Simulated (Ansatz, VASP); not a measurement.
## BiTe: VASP beside Ansatz

```
Bi Te
1.0
     0.00000    3.13795    3.23500
     3.13795    0.00000    3.23500
     3.13795    3.13795    0.00000
Bi Te
1 1
Direct
  0.00000 0.00000 0.00000
  0.50000 0.50000 0.50000
```

Change from the starting cell: strain -0.030 along x and y, +0.000 along z, atoms carried along.

Alike in both runs: task single point; functional PBE; k mesh 14 × 14 × 14; occupations gaussian, width 0.15 eV; no spin polarisation.

|  | VASP | Ansatz |
| --- | --- | --- |
| version | VASP 6.6.1 | Ansatz 0.2.0 |
| potentials or method | VASP PAW PBE potentials, release 64 (Bi_d, Te), cutoff 520 eV | scalar-relativistic, plane waves, PAW |
| valence electrons in the cell | 21 | 31 |

|  | VASP | Ansatz | Ansatz less VASP |
| --- | --- | --- | --- |
| gap on the k mesh at the Fermi level (eV) | none | none | - |
| pressure (GPa) | 4.3 | 4.4 | +0.05 |
| traceless stress, the component that is largest in VASP (GPa) | -2.10 | -2.11 | -0.005 |

A gap of «none» marks a metal or a gap that the smearing closes. With one functional, cell and mesh, what is left measures potentials, basis and numerics. VASP's potentials hold 21 valence electrons a cell and Ansatz's 31, so a difference there can come from the potentials and not from the codes.

Neither program's run includes spin-orbit coupling.
